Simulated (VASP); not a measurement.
# La4AgSb8Au3 (P-42m) in VASP: a series of runs, part 2 of 2

VASP 6.6.1. The steps go on from the part before.

## 3. Single point, PBEsol

Input file INCAR:

```
PREC = Accurate
ENCUT = 520
EDIFF = 1E-6
ISMEAR = 0
SIGMA = 0.1
LREAL = Auto
LASPH = T
NELM = 100
ALGO = Normal
ISIF = 2
LWAVE = F
LCHARG = F
GGA = PS
NBANDS = 78
```

Input file KPOINTS:

```
Automatic mesh
0
Gamma
  6 6 4
```

Input file POSCAR:

```
La4AgSb8Au3
1.0
    4.4014324609     -4.4014324609      0.0000000000
    4.4014324609      4.4014324609      0.0000000000
    0.0000000000      0.0000000000     10.4659945427
La Au Ag Sb
4 3 1 8
Direct
    0.7514226044      0.2514226044      0.2536570457
    0.2485773956      0.7485773956      0.2536570457
    0.2485773956      0.2514226044      0.7463429543
    0.7514226044      0.7485773956      0.7463429543
    0.0000000000      0.0000000000      0.0000000000
    0.5000000000      0.5000000000      0.0000000000
    0.0000000000      0.5000000000      0.0000000000
    0.5000000000      0.0000000000      0.0000000000
    0.7498025999      0.2498025999      0.8282557836
    0.2501974001      0.7501974001      0.8282557836
    0.2501974001      0.2498025999      0.1717442164
    0.7498025999      0.7501974001      0.1717442164
    0.0000000000      0.0000000000      0.5000000000
    0.5000000000      0.5000000000      0.5000000000
    0.0000000000      0.5000000000      0.5000000000
    0.5000000000      0.0000000000      0.5000000000
```

Potentials or basis: VASP PAW PBE potentials, release 64 (La, Au, Ag, Sb).

Started as:

```sh
> cat potpaw_PBE.64/La/POTCAR potpaw_PBE.64/Au/POTCAR potpaw_PBE.64/Ag/POTCAR potpaw_PBE.64/Sb/POTCAR > POTCAR
> mpirun -np 1 vasp_std > vasp.out
```

OUTCAR:

```text
PREC = Accurate
   ENCUT = 520
   EDIFF = 1E-6
   ISMEAR = 0
   LREAL = Auto
   LASPH = T
   NELM = 100
   ISIF = 2
   GGA = PS

 ion  position               nearest neighbor table
   1  0.751  0.251  0.254-  11 3.22  12 3.22  12 3.24  11 3.24  15 3.38  14 3.39  13 3.39  16 3.40
                             7 3.44   6 3.45   5 3.45   8 3.46
   2  0.249  0.749  0.254-  11 3.22  12 3.22  12 3.24  11 3.24  15 3.38  14 3.39  13 3.39  16 3.40
                             7 3.44   6 3.45   5 3.45   8 3.46
   3  0.249  0.251  0.746-   9 3.22  10 3.22   9 3.24  10 3.24  15 3.38  13 3.39  14 3.39  16 3.40
                             7 3.44   5 3.45   6 3.45   8 3.46
   4  0.751  0.749  0.746-   9 3.22  10 3.22   9 3.24  10 3.24  15 3.38  13 3.39  14 3.39  16 3.40
                             7 3.44   5 3.45   6 3.45   8 3.46
   5  0.000  0.000  0.000-   9 2.84  10 2.84  11 2.84  12 2.84   7 3.11   8 3.11   7 3.11   8 3.11
                             1 3.45   2 3.45   3 3.45   4 3.45
   6  0.500  0.500  0.000-   9 2.84  10 2.84  11 2.84  12 2.84   7 3.11   8 3.11   8 3.11   7 3.11
                             1 3.45   2 3.45   3 3.45   4 3.45
   7  0.000  0.500  0.000-   9 2.84  10 2.84  11 2.84  12 2.84   5 3.11   6 3.11   5 3.11   6 3.11
                             1 3.44   2 3.44   3 3.44   4 3.44
   8  0.500  0.000  0.000-   9 2.84  10 2.84  11 2.84  12 2.84   5 3.11   6 3.11   6 3.11   5 3.11
                             1 3.46   2 3.46   3 3.46   4 3.46
   9  0.750  0.250  0.828-   8 2.84   6 2.84   5 2.84   7 2.84   3 3.22   4 3.22   4 3.24   3 3.24
[... 11 lines left out ...]
  15  0.000  0.500  0.500-  13 3.11  14 3.11  13 3.11  14 3.11   1 3.38   2 3.38   3 3.38   4 3.38

  16  0.500  0.000  0.500-  13 3.11  14 3.11  14 3.11  13 3.11   1 3.40   2 3.40   3 3.40   4 3.40

  LATTYP: Found a simple tetragonal cell.
 ALAT       =     6.2245654801
 C/A-ratio  =     1.6814016298

  Lattice vectors:

 A1 = (   4.4014324609,  -4.4014324609,   0.0000000000)
 A2 = (   4.4014324609,   4.4014324609,   0.0000000000)
 A3 = (   0.0000000000,   0.0000000000,  10.4659945427)

Analysis of symmetry for initial positions (statically):
=====================================================================
 Subroutine PRICEL returns:
[... 182 lines left out ...]
   LEPSILON=     F    determine dielectric tensor
   LRPA    =     F    only Hartree local field effects (RPA)
 non-spin polarized calculation
 Gauss-broadening in eV      SIGMA  =   0.10
  energy-cutoff  :      520.00
  volume of cell :      405.51
 maximum number of plane-waves:     10987
 NGX is ok and might be reduce to    48
   NGX = 23   NGY = 23   NGZ = 39

 number of electron     128.0000004 magnetization

 Free energy of the ion-electron system (eV)
  ---------------------------------------------------
  ext. energy  EPLUGINS =         0.00000000
  ---------------------------------------------------
  free energy    TOTEN  =       -85.80927756 eV

  energy without entropy =      -85.78225361  energy(sigma->0) =      -85.79576559

 E-fermi :   8.6801     XC(G=0): -10.7316

 val. band max:        8.6720486382   @ k =   0.1667   0.0000   0.2500
 cond. band min:       8.7056951422   @ k =   0.1667   0.1667   0.5000
 fundamental gap:      0.0336465040
 Fermi energy:         8.6801220945

 k-point     1 :       0.0000    0.0000    0.0000
  band No.  band energies     occupation
      1     -23.7311      2.00000
      2     -23.7299      2.00000
      3     -23.7067      2.00000
      4     -23.7067      2.00000
      5      -7.7083      2.00000
      6      -7.7034      2.00000
[... 1885 lines left out ...]
     75      10.7956      0.00000
     76      10.8128      0.00000

 [... further k-points ...]

 [bands above 76 left out]

------------------------ aborting loop because EDIFF is reached ----------------------------------------

  FORCE on cell =-STRESS in cart. coord.  units (eV):
  Direction    XX          YY          ZZ          XY          YZ          ZX
  --------------------------------------------------------------------------------------
  -------------------------------------------------------------------------------------
  Total       -0.1573165     -0.1573165     -0.2799632      0.0000000      0.0000000      0.0000000
  in kB       -0.6215646     -0.6215646     -1.1061474      0.0000000      0.0000000      0.0000000
  external PRESSURE =      -0.7830922 kB  Pullay stress =       0.0000000 kB

 VOLUME and BASIS-vectors are now :
 -----------------------------------------------------------------------------
  energy-cutoff  :      520.00
  volume of cell :      405.51
      direct lattice vectors                 reciprocal lattice vectors
     4.401432461 -4.401432461  0.000000000     0.113599380 -0.113599380  0.000000000
     4.401432461  4.401432461  0.000000000     0.113599380  0.113599380  0.000000000
     0.000000000  0.000000000 10.465994543     0.000000000  0.000000000  0.095547537

 POSITION                                       TOTAL-FORCE (eV/Angst)
 -----------------------------------------------------------------------------------
      4.41396     -2.20072      2.65477         0.001765     -0.000000     -0.002017
      4.38891      2.20072      2.65477        -0.001765     -0.000000     -0.002017
      2.20072      0.01252      7.81122         0.000000      0.001765      0.002017
      6.60215     -0.01252      7.81122         0.000000     -0.001765      0.002017
      0.00000      0.00000      0.00000        -0.000000     -0.000000      0.000000
      4.40143      0.00000      0.00000        -0.000000     -0.000000      0.000000
[... 8 lines left out ...]
      2.20072      2.20072      5.23300         0.000000     -0.000000      0.000000
      2.20072     -2.20072      5.23300         0.000000     -0.000000      0.000000
 -----------------------------------------------------------------------------------
    total drift:                               -0.000000      0.000000     -0.000000

  FREE ENERGIE OF THE ION-ELECTRON SYSTEM (eV)
  ---------------------------------------------------
  free  energy   TOTEN  =       -85.8092775643 eV

  energy  without entropy=      -85.7822536076  energy(sigma->0) =      -85.79576559
```

OSZICAR:

```text
N       E                     dE             d eps       ncg     rms          rms(c)
DAV:   1     0.134302581343E+04    0.13430E+04   -0.45282E+04  4680   0.199E+03
DAV:   2     0.305946620489E+03   -0.10371E+04   -0.96253E+03  5232   0.428E+02
DAV:   3     0.651939137129E+01   -0.29943E+03   -0.28333E+03  5952   0.224E+02
DAV:   4    -0.699607794510E+02   -0.76480E+02   -0.71019E+02  8154   0.103E+02
DAV:   5    -0.885535788121E+02   -0.18593E+02   -0.17691E+02  8968   0.492E+01    0.196E+01
DAV:   6    -0.868049237751E+02    0.17487E+01   -0.17175E+02  8448   0.618E+01    0.205E+01
DAV:   7    -0.864267781847E+02    0.37815E+00   -0.22592E+01  7776   0.288E+01    0.106E+01
DAV:   8    -0.857606086207E+02    0.66617E+00   -0.66336E+00  7664   0.124E+01    0.351E+00
DAV:   9    -0.858232389745E+02   -0.62630E-01   -0.11654E+00  8336   0.580E+00    0.111E+00
DAV:  10    -0.858208611694E+02    0.23778E-02   -0.12719E-01  9144   0.206E+00    0.639E-01
DAV:  11    -0.858090779558E+02    0.11783E-01   -0.54841E-02  8280   0.133E+00    0.341E-01
DAV:  12    -0.858091938737E+02   -0.11592E-03   -0.12747E-02  8304   0.535E-01    0.112E-01
DAV:  13    -0.858092698732E+02   -0.76000E-04   -0.12886E-03  9192   0.194E-01    0.515E-02
DAV:  14    -0.858092745957E+02   -0.47224E-05   -0.21739E-04  8456   0.793E-02    0.136E-02
DAV:  15    -0.858092774241E+02   -0.28285E-05   -0.42215E-05  8952   0.353E-02    0.508E-03
DAV:  16    -0.858092775643E+02   -0.14020E-06   -0.94126E-06  5896   0.166E-02
   1 F= -.85809278E+02 E0= -.85795766E+02  d E =-.270240E-01
```

Run time: 40 min. Hardware: 1 thread of Intel Xeon Platinum 8175M at 2.50GHz (Skylake/Cascade Lake), shared host; peak memory 0.84 GiB.

Results:

* Free energy: -85.8093 eV
* Pressure: -0.1 GPa
* Largest force: 0.004 eV/Å
* Band gap on the k mesh: zero (band 64 reaches 9.23 eV, above the bottom of band 65 at 8.29 eV)

Forces on the atoms (eV/Å):
```
La   0.002  0.000 -0.002
La  -0.002  0.000 -0.002
La   0.000  0.002  0.002
La   0.000 -0.002  0.002
Au   0.000  0.000  0.000
Au   0.000  0.000  0.000
Au   0.000  0.000  0.000
Ag   0.000  0.000  0.000
Sb   0.003  0.000  0.002
Sb  -0.003  0.000  0.002
Sb   0.000  0.003 -0.002
Sb   0.000 -0.003 -0.002
Sb   0.000  0.000  0.000
Sb   0.000  0.000  0.000
Sb   0.000  0.000  0.000
Sb   0.000  0.000  0.000
```

Levels at points of the mesh, in eV from the Fermi level:
```csv
k point,band 61,band 62,band 63,band 64,band 65,band 66,band 67,band 68
"(0.00, 0.00, 0.00)",-1.31,-0.64,0.10,0.50,0.50,1.42,1.72,1.74
"(0.50, 0.00, 0.00)",-0.82,-0.78,-0.37,-0.28,0.55,0.56,1.41,1.45
"(0.50, 0.50, 0.00)",-0.78,-0.74,-0.74,-0.74,-0.39,-0.39,-0.37,-0.37
"(0.00, 0.00, 0.50)",-1.13,-1.06,-0.07,0.55,0.55,1.05,1.79,1.86
"(0.50, 0.00, 0.50)",-1.22,-1.20,-0.66,-0.57,0.68,0.69,1.63,1.64
"(0.50, 0.50, 0.50)",-0.55,-0.55,-0.55,-0.48,0.17,0.17,0.18,0.20
```

Caveat: the PAW data sets were made with another functional, which shifts forces and pressure a little; spin-orbit coupling is left out, which moves the levels of the heavy elements.
